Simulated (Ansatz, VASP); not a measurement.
## One calculation of Ge, two programs

```xyz
2
Lattice="-2.5622 2.7133 1.4369 2.5622 -2.7133 1.4369 2.4296 2.5885 -1.4369" Properties=species:S:1:pos:R:3 pbc="T T T"
Ge    2.5290   -1.3878    1.2529
Ge   -0.0994    3.9763    0.1841
```

Change from the starting cell: strain -0.0500 x Voigt [0, 0, 0, 0, 0, 1], atoms carried along.

Alike in both runs: task single point; functional PBEsol; k mesh 20 × 20 × 20; occupations gaussian, width 0.15 eV; no spin polarisation.

```csv
,VASP,Ansatz
version,VASP 6.6.1,Ansatz 0.2.0
potentials or method,"VASP PAW PBE potentials, release 64 (Ge_d), cutoff 520 eV","scalar-relativistic, plane waves, PAW"
valence electrons in the cell,28,28
```

```csv
,VASP,Ansatz,Ansatz less VASP
gap on the k mesh at the Fermi level (eV),none,none,-
pressure (GPa),-2.4,-2.4,-0.03
"traceless stress, the component that is largest in VASP (GPa)",2.30,2.30,-0.006
rms of the force components (eV/Å),0.026,0.025,-0.0006
```

VASP's potentials were made for PBE, not for PBEsol. Atom by atom the forces differ by 0.001 eV/Å (rms over components). A gap of «none» marks a metal or a gap that the smearing closes.
